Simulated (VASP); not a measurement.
# Ga2S in VASP: a series of runs, part 2 of 2

VASP 6.6.1.

## (4) Single point, PBE

This run uses another cell than the first one, of 19.18 Å³/atom.

Contents of INCAR:

```
PREC = Accurate ; ENCUT = 500
EDIFF = 1E-6 ; ISMEAR = 0
SIGMA = 0.15 ; LREAL = F
LASPH = T ; NELM = 120
ALGO = Normal ; ISIF = 2
LWAVE = F ; LCHARG = T
GGA = PE ; LELF = T
LVHAR = T ; NBANDS = 23
GGA_COMPAT = F
```

Contents of KPOINTS:

```
regular mesh
0
Gamma
  5 4 2
```

Contents of POSCAR:

```
Ga2S
1.0
    2.8259177077      0.0000000000      0.0000000000
    0.0000000000      2.6908700411      0.0000000000
    0.0000000000      0.0000000000      7.5670470207
Ga S
2 1
Direct
    0.5000000000      0.0000000000      0.3248067960
    0.5000000000      0.0000000000      0.6751932040
    0.5000000000      0.0000000000      0.0000000000
```

Potentials or basis: VASP PAW PBE potentials, release 64 (Ga_d, S).

Launch:

```sh
$ cat potpaw_PBE.64/Ga_d/POTCAR potpaw_PBE.64/S/POTCAR > POTCAR
$ mpirun -np 1 vasp_std > vasp.out
```

OUTCAR:

```text
PREC = Accurate
   ENCUT = 500
   EDIFF = 1E-6
   ISMEAR = 0
   LREAL = F
   LASPH = T
   NELM = 120
   ISIF = 2
   GGA = PE

 ion  position               nearest neighbor table
   1  0.500  0.000  0.325-   3 2.46   2 2.65
   2  0.500  0.000  0.675-   3 2.46   1 2.65
   3  0.500  0.000  0.000-   1 2.46   2 2.46

  LATTYP: Found a simple orthorhombic cell.
 ALAT       =     2.6908700411
 B/A-ratio  =     1.0501873612
 C/A-ratio  =     2.8121190935

  Lattice vectors:

 A1 = (   0.0000000000,  -2.6908700411,   0.0000000000)
 A2 = (   2.8259177077,   0.0000000000,   0.0000000000)
 A3 = (   0.0000000000,   0.0000000000,   7.5670470207)

Analysis of symmetry for initial positions (statically):
=====================================================================
 Subroutine PRICEL returns:
 Original cell was already a primitive cell.

 Routine SETGRP: Setting up the symmetry group for a
 simple orthorhombic supercell.

 Subroutine GETGRP returns: Found  8 space group operations
 (whereof  8 operations were pure point group operations)
 out of a pool of  8 trial point group operations.

The static configuration has the point symmetry D_2h.

Analysis of symmetry for dynamics (positions and initial velocities):
=====================================================================
 Subroutine PRICEL returns:
 Original cell was already a primitive cell.

 Routine SETGRP: Setting up the symmetry group for a
 simple orthorhombic supercell.

 Subroutine GETGRP returns: Found  8 space group operations
 (whereof  8 operations were pure point group operations)
 out of a pool of  8 trial point group operations.

The dynamic configuration has the point symmetry D_2h.

 Subroutine INISYM returns: Found  8 space group operations
[... 104 lines left out ...]
   NUPDOWN=      -1.0000    fix difference up-down
   EMIN   =  10.00;   EMAX   =-10.00  energy-range for DOS
   EFERMI =   0.00;   METHOD = LEGACY
   ISMEAR =     0;   SIGMA  =   0.15  broadening in eV -4-tet -1-fermi 0-gaus
   EFERMI_NEDOS =   21; number of points for ismear=-14 and -15
   IALGO  =     38    algorithm
   IMIX   =      4    mixing-type and parameters
     AMIX     =   0.40;   BMIX     =  1.00
     AMIX_MAG =   1.60;   BMIX_MAG =  1.00
  volume/ion in A,a.u.               =      19.18       129.44
  Fermi-wavevector in a.u.,A,eV,Ry     =   1.346269  2.544080 24.659756  1.812441
  Thomas-Fermi vector in A             =   2.474115
   LORBIT       =      0    0 simple, 1 ext, 2 COOP (PROOUT), +10 PAW based schemes
   GGA     = PE    functional components
   LHFCALC =     F    Hartree Fock is set to
   AEXX    =    0.0000 exact exchange contribution
   IVDW    =     0    specifies the selected vdW correction
   LEPSILON=     F    determine dielectric tensor
   LRPA    =     F    only Hartree local field effects (RPA)
 non-spin polarized calculation
 Gauss-broadening in eV      SIGMA  =   0.15
  energy-cutoff  :      500.00
  volume of cell :       57.54
 maximum number of plane-waves:      1474
 NGX is ok and might be reduce to    24
   NGX = 11   NGY =  9   NGZ = 27

 number of electron      32.0000006 magnetization

 Free energy of the ion-electron system (eV)
  ---------------------------------------------------
  ext. energy  EPLUGINS =         0.00000000
  ---------------------------------------------------
  free energy    TOTEN  =        -9.81157765 eV

  energy without entropy =       -9.79445703  energy(sigma->0) =       -9.80301734

 E-fermi :   4.8956     XC(G=0): -10.5653

 val. band max:        4.7143069450   @ k =   0.4000   0.5000   0.0000
 cond. band min:       4.9045546979   @ k =   0.2000   0.5000   0.0000
 fundamental gap:      0.1902477529
 Fermi energy:         4.8956110134

 k-point     1 :       0.0000    0.0000    0.0000
  band No.  band energies     occupation
      1     -10.1717      2.00000
      2      -9.9192      2.00000
      3      -9.9006      2.00000
      4      -9.7067      2.00000
      5      -9.5964      2.00000
      6      -9.5609      2.00000
[... 457 lines left out ...]
     22      10.7492      0.00000
     23      11.7422      0.00000

------------------------ aborting loop because EDIFF is reached ----------------------------------------

  FORCE on cell =-STRESS in cart. coord.  units (eV):
  Direction    XX          YY          ZZ          XY          YZ          ZX
  --------------------------------------------------------------------------------------
  -------------------------------------------------------------------------------------
  Total       -0.0931763     -0.1756399     -0.1273453     -0.0000000      0.0000000      0.0000000
  in kB       -2.5944027     -4.8905207     -3.5458045     -0.0000000      0.0000000      0.0000000
  external PRESSURE =      -3.6769093 kB  Pullay stress =       0.0000000 kB

 VOLUME and BASIS-vectors are now :
 -----------------------------------------------------------------------------
  energy-cutoff  :      500.00
  volume of cell :       57.54
      direct lattice vectors                 reciprocal lattice vectors
     2.825917708  0.000000000  0.000000000     0.353867346  0.000000000  0.000000000
     0.000000000  2.690870041  0.000000000     0.000000000  0.371627015  0.000000000
     0.000000000  0.000000000  7.567047021     0.000000000  0.000000000  0.132151947

 POSITION                                       TOTAL-FORCE (eV/Angst)
 -----------------------------------------------------------------------------------
      1.41296      0.00000      2.45783         0.000000     -0.000000      0.002897
      1.41296      0.00000      5.10922         0.000000      0.000000     -0.002897
      1.41296      0.00000      0.00000         0.000000     -0.000000      0.000000
 -----------------------------------------------------------------------------------
    total drift:                                0.000000      0.000000     -0.000000

  FREE ENERGIE OF THE ION-ELECTRON SYSTEM (eV)
  ---------------------------------------------------
  free  energy   TOTEN  =        -9.8115776541 eV

  energy  without entropy=       -9.7944570314  energy(sigma->0) =       -9.80301734
```

OSZICAR:

```text
N       E                     dE             d eps       ncg     rms          rms(c)
DAV:   1     0.203416359019E+03    0.20342E+03   -0.15363E+04   843   0.229E+03
DAV:   2     0.120243562208E+02   -0.19139E+03   -0.18225E+03   863   0.445E+02
DAV:   3    -0.930853716650E+01   -0.21333E+02   -0.20902E+02   996   0.114E+02
DAV:   4    -0.990113702762E+01   -0.59260E+00   -0.59097E+00  1047   0.203E+01
DAV:   5    -0.991526207228E+01   -0.14125E-01   -0.14123E-01  1060   0.282E+00    0.790E+00
DAV:   6    -0.982885402591E+01    0.86408E-01   -0.20431E-01  1143   0.767E+00    0.465E+00
DAV:   7    -0.983026003743E+01   -0.14060E-02   -0.14561E-01  1037   0.235E+00    0.163E+00
DAV:   8    -0.981191826941E+01    0.18342E-01   -0.20951E-02  1082   0.198E+00    0.167E-01
DAV:   9    -0.981147306513E+01    0.44520E-03   -0.64716E-03  1029   0.917E-01    0.105E-01
DAV:  10    -0.981155805053E+01   -0.84985E-04   -0.72430E-04  1048   0.174E-01    0.625E-02
DAV:  11    -0.981157331391E+01   -0.15263E-04   -0.58908E-05  1118   0.877E-02    0.201E-02
DAV:  12    -0.981157858669E+01   -0.52728E-05   -0.14525E-05  1065   0.529E-02    0.583E-03
DAV:  13    -0.981157757574E+01    0.10110E-05   -0.19785E-06   839   0.182E-02    0.467E-03
DAV:  14    -0.981157765411E+01   -0.78367E-07   -0.73660E-07   566   0.577E-03
   1 F= -.98115777E+01 E0= -.98030173E+01  d E =-.171206E-01
```

stdout:

```text
POSCAR found type information on POSCAR GaS
 POSCAR found :  2 types and       3 ions
 scaLAPACK will be used
 LDA part: xc-table for (Slater+PW92), standard interpolation
 POSCAR, INCAR and KPOINTS ok, starting setup
 FFT: planning ... GRIDC
 FFT: planning ... GRID_SOFT
 FFT: planning ... GRID
 WAVECAR not read
 entering main loop
```

Wall time 17 s (1 thread of AMD EPYC 7R13, shared host); peak memory 0.17 GiB.

Results:

```yaml
Free_energy: -9.8116 eV
Pressure: -0.4 GPa
Band_gap_on_the_k_mesh: zero (bands 16 and 17 overlap by 3.37 eV)
```

Forces on the atoms (eV/Å):
```
Ga   0.000  0.000  0.003
Ga   0.000  0.000 -0.003
S    0.000  0.000  0.000
```

Caveat: the k points lie up to 0.58 Å⁻¹ apart, too coarse for converged energies and pressures of a metal.

## (5) Summary

```csv
cell,k mesh,gap on the mesh (eV),pressure (GPa)
"a = 4.052, b = 4.052, c = 3.861 Å, 3 atoms, atomic positions A",3 × 3 × 4,none,-0.1
"a = 4.201, b = 4.201, c = 4.871 Å, 3 atoms, atomic positions B",3 × 3 × 4,none,0.0
"a = 2.826, b = 2.691, c = 7.567 Å, 3 atoms, atomic positions C",5 × 4 × 2,none,-0.4
```

Alike in all rows: task single point; level PBE; potentials or basis VASP PAW PBE potentials, release 64 (Ga_d, S); no spin polarisation; cutoff (eV) 500; smearing gaussian 0.15 eV.

Caveats: all runs use coarse meshes.

Absolute energies hang on the potentials; compare differences alone.

The gap in the log of VASP goes by the Fermi energy; the results here count the filled bands.